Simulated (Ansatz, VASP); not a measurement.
**Ge in VASP and in Ansatz**

```xyz
2
Lattice="0.0000 2.8379 2.8379 2.8379 0.0000 2.8379 2.8379 2.8379 0.0000" Properties=species:S:1:pos:R:3 pbc="T T T"
Ge    2.8379    2.8379    2.8379
Ge    4.2568    4.2568    4.2568
```

Alike in both runs: functional PBEsol; k mesh 14 × 14 × 14; occupations gaussian, width 0.1 eV; no spin polarisation.

Ansatz relaxed the structure, and its values are those at the end. VASP's run is a single point on that final structure, the one shown.

|  | VASP | Ansatz |
| --- | --- | --- |
| version | VASP 6.6.1 | Ansatz 0.2.0 |
| potentials or method | VASP PAW PBE potentials, release 64 (Ge_d), cutoff 520 eV | scalar-relativistic, plane waves, PAW |
| valence electrons in the cell | 28 | 28 |

```csv
,VASP,Ansatz,Ansatz less VASP
gap on the k mesh at the Fermi level (eV),none,none,-
pressure (GPa),-0.4,0.0,+0.42
```

VASP's potentials were made for PBE, not for PBEsol, and Ansatz warns of the same on its side. A gap of «none» marks a metal or a gap that the smearing closes. With one functional, cell and mesh, what is left measures potentials, basis and numerics.
